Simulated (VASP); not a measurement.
# SnS2 (P-3m1) in VASP: settings compared, part 2 of 3

VASP 6.6.1.

## (3) Single point, PBE-based screened hybrid with 30 % exact exchange

Contents of POSCAR:

```
SnS2
1.0
    3.6607574624      0.0000000000      0.0000000000
   -1.8303787312      3.1703089595      0.0000000000
    0.0000000000      0.0000000000      5.9618049176
Sn S
1 2
Direct
    0.0000000000      0.0000000000      0.0000000000
    0.3333333333      0.6666666667      0.2455903383
    0.6666666667      0.3333333333      0.7544096617
```

Contents of INCAR.step1:

```
PREC = Accurate
ENCUT = 400
EDIFF = 1E-5
ISMEAR = 0
SIGMA = 0.01
LREAL = F
LASPH = T
NELM = 120
ALGO = Normal
ISIF = 2
LWAVE = T
LCHARG = F
NBANDS = 20
GGA = PE
GGA_COMPAT = F
```

Contents of INCAR.step2:

```
PREC = Accurate
ENCUT = 400
EDIFF = 1E-6
ISMEAR = 0
SIGMA = 0.01
LREAL = F
LASPH = T
NELM = 120
ALGO = Normal
ISIF = 2
LWAVE = F
LCHARG = F
GGA = PE
LHFCALC = T
AEXX = 0.3
HFSCREEN = 0.2078
PRECFOCK = Normal
NBANDS = 20
ISTART = 1
GGA_COMPAT = F
```

Contents of KPOINTS:

```
regular mesh
0
Gamma
  6 6 2
```

Potentials or basis: VASP PAW PBE potentials, release 64 (Sn_d, S).

Launch:

```
> cat potpaw_PBE.64/Sn_d/POTCAR potpaw_PBE.64/S/POTCAR > POTCAR
> cp INCAR.step1 INCAR
> mpirun -np 1 vasp_std > vasp.out
> cp INCAR.step2 INCAR
> mpirun -np 1 vasp_std > vasp.out
```

OUTCAR:

```text
PREC = Accurate
   ENCUT = 400
   EDIFF = 1E-6
   ISMEAR = 0
   LREAL = F
   LASPH = T
   NELM = 120
   ISIF = 2
   GGA = PE
   LHFCALC = T
   AEXX = 0.3
   HFSCREEN = 0.2078
   PRECFOCK = Normal
   ISTART = 1

 ion  position               nearest neighbor table
   1  0.000  0.000  0.000-   2 2.57   3 2.57   2 2.57   3 2.57   3 2.57   2 2.57
   2  0.333  0.667  0.246-   1 2.57   1 2.57   1 2.57
   3  0.667  0.333  0.754-   1 2.57   1 2.57   1 2.57

  LATTYP: Found a hexagonal cell.
 ALAT       =     3.6607574624
 C/A-ratio  =     1.6285714033

  Lattice vectors:

 A1 = (   3.6607574624,   0.0000000000,   0.0000000000)
 A2 = (  -1.8303787312,   3.1703089595,   0.0000000000)
 A3 = (   0.0000000000,   0.0000000000,   5.9618049176)

Analysis of symmetry for initial positions (statically):
=====================================================================
 Subroutine PRICEL returns:
 Original cell was already a primitive cell.

[... 163 lines left out ...]
  ext. energy  EPLUGINS =         0.00000000
  ---------------------------------------------------
  free energy    TOTEN  =       -16.82031690 eV

  energy without entropy =      -16.82031690  energy(sigma->0) =      -16.82031690

 E-fermi :   3.6714     XC(G=0):  -7.5747

 val. band max:        3.6243506581   @ k =   0.0000   0.0000   0.0000
 cond. band min:       6.2427176955   @ k =   0.5000   0.0000   0.5000
 fundamental gap:      2.6183670374
 Fermi energy:         3.6713623569

 k-point     1 :       0.0000    0.0000    0.0000
  band No.  band energies     occupation
      1     -19.5440      2.00000
      2     -19.5440      2.00000
      3     -19.4783      2.00000
      4     -19.4524      2.00000
      5     -19.4524      2.00000
      6     -11.6504      2.00000
[... 311 lines left out ...]
     19      14.6775      0.00000
     20      14.7465      0.00000

------------------------ aborting loop because EDIFF is reached ----------------------------------------

  FORCE on cell =-STRESS in cart. coord.  units (eV):
  Direction    XX          YY          ZZ          XY          YZ          ZX
  --------------------------------------------------------------------------------------
  -------------------------------------------------------------------------------------
  Total       -0.3983921     -0.3983921     -0.4228005     -0.0000000      0.0000000     -0.0000000
  in kB       -9.2250979     -9.2250979     -9.7902938     -0.0000000      0.0000000     -0.0000000
  external PRESSURE =      -9.4134965 kB  Pullay stress =       0.0000000 kB

 VOLUME and BASIS-vectors are now :
 -----------------------------------------------------------------------------
  energy-cutoff  :      400.00
  volume of cell :       69.19
      direct lattice vectors                 reciprocal lattice vectors
     3.660757462  0.000000000  0.000000000     0.273167510  0.157713335  0.000000000
    -1.830378731  3.170308959  0.000000000     0.000000000  0.315426671  0.000000000
     0.000000000  0.000000000  5.961804918     0.000000000  0.000000000  0.167734438

 POSITION                                       TOTAL-FORCE (eV/Angst)
 -----------------------------------------------------------------------------------
      0.00000      0.00000      0.00000        -0.000000      0.000000      0.000000
     -0.00000      2.11354      1.46416        -0.000000      0.000000     -0.358030
      1.83038      1.05677      4.49764         0.000000      0.000000      0.358030
 -----------------------------------------------------------------------------------
    total drift:                                0.000001      0.000000     -0.000003

  FREE ENERGIE OF THE ION-ELECTRON SYSTEM (eV)
  ---------------------------------------------------
  free  energy   TOTEN  =       -16.8203169022 eV

  energy  without entropy=      -16.8203169022  energy(sigma->0) =      -16.82031690
```

OUTCAR.step1:

```text
PREC = Accurate
   ENCUT = 400
   EDIFF = 1E-5
   ISMEAR = 0
   LREAL = F
[... 536 lines left out ...]
      0.00000      0.00000      0.00000         0.000000     -0.000000      0.000000
     -0.00000      2.11354      1.46416        -0.000000      0.000000      0.216222
      1.83038      1.05677      4.49764         0.000000      0.000000     -0.216222
 -----------------------------------------------------------------------------------
    total drift:                               -0.000000     -0.000000     -0.000000

  FREE ENERGIE OF THE ION-ELECTRON SYSTEM (eV)
  ---------------------------------------------------
  free  energy   TOTEN  =       -13.1686378953 eV

  energy  without entropy=      -13.1686378953  energy(sigma->0) =      -13.16863790
```

OSZICAR.step1:

```text
N       E                     dE             d eps       ncg     rms          rms(c)
DAV:   1     0.188278220178E+03    0.18828E+03   -0.10728E+04   564   0.129E+03
DAV:   2     0.745376798150E+01   -0.18082E+03   -0.17277E+03   608   0.343E+02
DAV:   3    -0.129950470237E+02   -0.20449E+02   -0.20217E+02   696   0.108E+02
DAV:   4    -0.136572022298E+02   -0.66216E+00   -0.66127E+00   668   0.210E+01
DAV:   5    -0.136793931227E+02   -0.22191E-01   -0.22190E-01   840   0.377E+00    0.867E+00
DAV:   6    -0.131938400894E+02    0.48555E+00   -0.97047E-01   844   0.106E+01    0.627E+00
DAV:   7    -0.131688668094E+02    0.24973E-01   -0.29308E-01   692   0.335E+00    0.208E+00
DAV:   8    -0.131681824727E+02    0.68434E-03   -0.28097E-02   776   0.163E+00    0.644E-01
DAV:   9    -0.131685926634E+02   -0.41019E-03   -0.27423E-03   684   0.390E-01    0.166E-01
DAV:  10    -0.131685838570E+02    0.88064E-05   -0.33986E-04   724   0.126E-01    0.737E-02
DAV:  11    -0.131686380228E+02   -0.54166E-04   -0.75708E-05   640   0.517E-02    0.228E-02
DAV:  12    -0.131686378953E+02    0.12756E-06   -0.27952E-06   420   0.118E-02
   1 F= -.13168638E+02 E0= -.13168638E+02  d E =-.100516E-20
```

Wall time 12 min (1 thread of Intel Xeon Platinum 8488C (Sapphire Rapids), shared host); peak memory 0.26 GiB.

Results:

| Quantity | Value |
| --- | --- |
| Free energy | -16.8203 eV |
| Pressure | -0.9 GPa |
| Largest force | 0.358 eV/Å |
| Band gap on the k mesh | 2.62 eV (least direct gap 2.98 eV) |

Forces in eV/Å, atoms in the order of the input:
```
Sn   0.000  0.000  0.000
S    0.000  0.000 -0.358
S    0.000  0.000  0.358
```

Levels at points of the mesh, in eV from the valence-band top:
```csv
k point,band 11,band 12,band 13,band 14,band 15,band 16
"(0.00, 0.00, 0.00)",-0.25,-0.25,0.00,3.17,4.88,6.83
"(0.50, 0.00, 0.00)",-2.68,-0.91,-0.20,2.78,5.81,7.29
"(0.00, 0.00, 0.50)",-0.68,-0.12,-0.12,4.31,4.95,6.58
"(0.50, 0.00, 0.50)",-1.93,-0.69,-0.52,2.62,6.02,7.00
```

Caveat: the k points lie up to 0.53 Å⁻¹ apart; the PAW data sets were made with another functional, which shifts forces and pressure a little; spin-orbit coupling is left out, which moves the levels of the heavy elements. A k mesh can miss the band edges.

## (4) Single point, HSE06

POSCAR is that of step 3.

INCAR.step1, as its differences from that of step 3:

```diff
@@ -11,5 +11,4 @@
 LWAVE = T
-LCHARG = F
+GGA = PE
 NBANDS = 20
-GGA = PE
 GGA_COMPAT = F
```

Contents of INCAR.step2:

```
PREC = Accurate
ENCUT = 400
EDIFF = 1E-6
ISMEAR = 0
SIGMA = 0.01
LREAL = F
LASPH = T
NELM = 120
ALGO = Normal
ISIF = 2
LWAVE = F
LCHARG = T
GGA = PE
LHFCALC = T
HFSCREEN = 0.2079
PRECFOCK = Normal
LELF = T
LVHAR = T
ISTART = 1
NBANDS = 20
GGA_COMPAT = F
```

Contents of KPOINTS:

```
Automatic mesh
0
Gamma
  6 6 2
```

Potentials or basis: VASP PAW PBE potentials, release 64 (Sn_d, S).

Launch:

```
> cat potpaw_PBE.64/Sn_d/POTCAR potpaw_PBE.64/S/POTCAR > POTCAR
> cp INCAR.step1 INCAR
> mpirun -np 1 vasp_std > vasp.out
> cp INCAR.step2 INCAR
> mpirun -np 1 vasp_std > vasp.out
```

OUTCAR:

```text
PREC = Accurate
   ENCUT = 400
   EDIFF = 1E-6
   ISMEAR = 0
   LREAL = F
   LASPH = T
   NELM = 120
   ISIF = 2
   GGA = PE
   LHFCALC = T
   HFSCREEN = 0.2079
   PRECFOCK = Normal
   ISTART = 1

 ion  position               nearest neighbor table
   1  0.000  0.000  0.000-   2 2.57   3 2.57   2 2.57   3 2.57   3 2.57   2 2.57
   2  0.333  0.667  0.246-   1 2.57   1 2.57   1 2.57
   3  0.667  0.333  0.754-   1 2.57   1 2.57   1 2.57

  LATTYP: Found a hexagonal cell.
 ALAT       =     3.6607574624
 C/A-ratio  =     1.6285714033

  Lattice vectors:

 A1 = (   3.6607574624,   0.0000000000,   0.0000000000)
 A2 = (  -1.8303787312,   3.1703089595,   0.0000000000)
 A3 = (   0.0000000000,   0.0000000000,   5.9618049176)

Analysis of symmetry for initial positions (statically):
=====================================================================
 Subroutine PRICEL returns:
 Original cell was already a primitive cell.

 Routine SETGRP: Setting up the symmetry group for a
 hexagonal supercell.

 Subroutine GETGRP returns: Found 12 space group operations
 (whereof 12 operations were pure point group operations)
 out of a pool of 24 trial point group operations.

The static configuration has the point symmetry D_3d.

Analysis of symmetry for dynamics (positions and initial velocities):
=====================================================================
 Subroutine PRICEL returns:
 Original cell was already a primitive cell.

 Routine SETGRP: Setting up the symmetry group for a
 hexagonal supercell.

 Subroutine GETGRP returns: Found 12 space group operations
 (whereof 12 operations were pure point group operations)
 out of a pool of 24 trial point group operations.

The dynamic configuration has the point symmetry D_3d.

 Subroutine INISYM returns: Found 12 space group operations
 (whereof 12 operations are pure point group operations),
 and found     1 'primitive' translations

----------------------------------------------------------------------------------------

                                     Primitive cell

  volume of cell :      69.1911

  direct lattice vectors                    reciprocal lattice vectors
     3.660757462  0.000000000  0.000000000     0.273167510  0.157713335  0.000000000
    -1.830378731  3.170308959  0.000000000     0.000000000  0.315426671  0.000000000
     0.000000000  0.000000000  5.961804918     0.000000000  0.000000000  0.167734438

  length of vectors
     3.660757462  3.660757462  5.961804918     0.315426671  0.315426671  0.167734438

  position of ions in fractional coordinates (direct lattice)
     0.000000000  0.000000000  0.000000000
     0.333333333  0.666666667  0.245590338
     0.666666667  0.333333333  0.754409662

  ion indices of the primitive-cell ions
   primitive index   ion index
                 1           1
                 2           2
                 3           3

[... 33 lines left out ...]
  0.333333  0.166667  0.000000     12.000000
  0.333333  0.333333  0.000000      2.000000
  0.000000  0.000000  0.500000      1.000000
  0.166667  0.000000  0.500000      6.000000
  0.333333  0.000000  0.500000      6.000000
  0.500000  0.000000  0.500000      3.000000
  0.166667  0.166667  0.500000      6.000000
  0.333333  0.166667  0.500000     12.000000
  0.333333  0.333333  0.500000      2.000000
   k-points           NKPTS =     14   k-points in BZ     NKDIM =     72   number of bands    NBANDS=     20
   number of dos      NEDOS =    301   number of ions     NIONS =      3
   total plane-waves  NPLWV =  23040
   dimension x,y,z NGX =    24 NGY =   24 NGZ =   40
   dimension x,y,z NGXF=    48 NGYF=   48 NGZF=   80
   ions per type =               1   2
   NGX,Y,Z   is equivalent  to a cutoff of  10.90, 10.90, 11.15 a.u.
   NGXF,Y,Z  is equivalent  to a cutoff of  21.80, 21.80, 22.31 a.u.
 SYSTEM =  unknown system
   PREC   = accura    normal or accurate (medium, high low for compatibility)
   ISTART =      1    job   : 0-new  1-cont  2-samecut
   ICHARG =      0    charge: 1-file 2-atom 10-const
   ISPIN  =      1    spin polarized calculation?
   LNONCOLLINEAR =      F non collinear calculations
   LSORBIT =      F    spin-orbit coupling
   LASPH  =      T    aspherical Exc in radial PAW
   ENCUT  =  400.0 eV  29.40 Ry    5.42 a.u.   5.97  5.97  9.72*2*pi/ulx,y,z
   NELM   =    120;   NELMIN=  2; NELMDL=  0     # of ELM steps
   EDIFF  = 0.1E-05   stopping-criterion for ELM
   LREAL  =      F    real-space projection
   EDIFFG = 0.1E-04   stopping-criterion for IOM
   NSW    =      0    number of steps for IOM
   IBRION =     -1    ionic relax: 0-MD 1-quasi-New 2-CG
   NFREE  =      0    steps in history (QN), initial steepest desc. (CG)
   ISIF   =      2    stress and relaxation
   ISYM   =      3    0-nonsym 1-usesym 2-fastsym
   POTIM  = 0.5000    time-step for ionic-motion
   TEBEG  =    0.0;   TEEND  =   0.0 temperature during run
   PSTRESS=    0.0 pullay stress
   NELECT =      26.0000    total number of electrons
   NUPDOWN=      -1.0000    fix difference up-down
   EMIN   =  10.00;   EMAX   =-10.00  energy-range for DOS
   EFERMI =   0.00;   METHOD = LEGACY
   ISMEAR =     0;   SIGMA  =   0.01  broadening in eV -4-tet -1-fermi 0-gaus
   EFERMI_NEDOS =   21; number of points for ismear=-14 and -15
   IALGO  =     38    algorithm
   IMIX   =      1    mixing-type and parameters
     AMIX     =   0.40;   BMIX     =  1.00
     AMIX_MAG =   1.60;   BMIX_MAG =  1.00
  volume/ion in A,a.u.               =      23.06       155.64
  Fermi-wavevector in a.u.,A,eV,Ry     =   1.181361  2.232448 18.988468  1.395613
  Thomas-Fermi vector in A             =   2.317636
   LORBIT       =      0    0 simple, 1 ext, 2 COOP (PROOUT), +10 PAW based schemes
   GGA     = PE    functional components
   LHFCALC =     T    Hartree Fock is set to
   PRECFOCK=normal    Normal, Fast or Accurate (Low or Medium for compatibility)
   ENCUT4O =  -1.0   cutoff for four orbital integrals eV
   NKREDX  =     1    reduce k-point grid by
   NKREDY  =     1    reduce k-point grid by
   NKREDZ  =     1    reduce k-point grid by
   AEXX    =    0.2500 exact exchange contribution
   HFSCREEN=    0.2079 screening length (either q_TF or 0.3 A-1)
   HFSCREENC=   0.2079 screening length for correlation (either q_TF or 0.3 A-1)
   ENCUTFOCK=  -1.0 apply spherical cutoff to Coloumb kernel
   IVDW    =     0    specifies the selected vdW correction
   LEPSILON=     F    determine dielectric tensor
   LRPA    =     F    only Hartree local field effects (RPA)
 non-spin polarized calculation
 Gauss-broadening in eV      SIGMA  =   0.01
  energy-cutoff  :      400.00
  volume of cell :       69.19
 maximum number of plane-waves:      1272
 NGX is ok and might be reduce to    24
  NGX = 18; NGY = 18; NGZ = 30

 number of electron      26.0000001 magnetization

 Free energy of the ion-electron system (eV)
  ---------------------------------------------------
  ext. energy  EPLUGINS =         0.00000000
  ---------------------------------------------------
  free energy    TOTEN  =       -16.19525397 eV

  energy without entropy =      -16.19525397  energy(sigma->0) =      -16.19525397

 E-fermi :   3.9001     XC(G=0):  -7.8969

 val. band max:        3.7619653019   @ k =   0.0000   0.0000   0.0000
 cond. band min:       6.1894679495   @ k =   0.5000   0.0000   0.5000
 fundamental gap:      2.4275026476
 Fermi energy:         3.9001191614

 k-point     1 :       0.0000    0.0000    0.0000
  band No.  band energies     occupation
      1     -19.0274      2.00000
      2     -19.0274      2.00000
      3     -18.9663      2.00000
      4     -18.9402      2.00000
      5     -18.9402      2.00000
      6     -11.2540      2.00000
[... 311 lines left out ...]
     19      14.5638      0.00000
     20      14.6366      0.00000

------------------------ aborting loop because EDIFF is reached ----------------------------------------

  FORCE on cell =-STRESS in cart. coord.  units (eV):
  Direction    XX          YY          ZZ          XY          YZ          ZX
  --------------------------------------------------------------------------------------
  -------------------------------------------------------------------------------------
  Total       -0.1279100     -0.1279100     -0.1487246      0.0000000      0.0000000     -0.0000000
  in kB       -2.9618615     -2.9618615     -3.4438404      0.0000000      0.0000000     -0.0000000
  external PRESSURE =      -3.1225212 kB  Pullay stress =       0.0000000 kB

 VOLUME and BASIS-vectors are now :
 -----------------------------------------------------------------------------
  energy-cutoff  :      400.00
  volume of cell :       69.19
      direct lattice vectors                 reciprocal lattice vectors
     3.660757462  0.000000000  0.000000000     0.273167510  0.157713335  0.000000000
    -1.830378731  3.170308959  0.000000000     0.000000000  0.315426671  0.000000000
     0.000000000  0.000000000  5.961804918     0.000000000  0.000000000  0.167734438

 POSITION                                       TOTAL-FORCE (eV/Angst)
 -----------------------------------------------------------------------------------
      0.00000      0.00000      0.00000         0.000000     -0.000000      0.000000
     -0.00000      2.11354      1.46416        -0.000000     -0.000000     -0.265367
      1.83038      1.05677      4.49764         0.000000      0.000000      0.265367
 -----------------------------------------------------------------------------------
    total drift:                                0.000001     -0.000000     -0.000000

  FREE ENERGIE OF THE ION-ELECTRON SYSTEM (eV)
  ---------------------------------------------------
  free  energy   TOTEN  =       -16.1952539682 eV

  energy  without entropy=      -16.1952539682  energy(sigma->0) =      -16.19525397
```

It took 42 min on 1 thread of AMD EPYC 7R13, shared host; peak memory 0.24 GiB.

Results:

| Quantity | Value |
| --- | --- |
| Free energy | -16.1953 eV |
| Pressure | -0.3 GPa |
| Largest force | 0.265 eV/Å |
| Band gap on the k mesh | 2.43 eV (least direct gap 2.80 eV) |

Forces on the atoms (eV/Å):
```
Sn   0.000  0.000  0.000
S    0.000  0.000 -0.265
S    0.000  0.000  0.265
```

Caveat: the k points lie up to 0.53 Å⁻¹ apart; the PAW data sets were made with another functional, which shifts forces and pressure a little; spin-orbit coupling is left out, which moves the levels of the heavy elements; this functional lacks dispersion, which binds the layers, so the pressure and a relaxed spacing across them are unreliable.

(Part 2 of 3 ends here.)
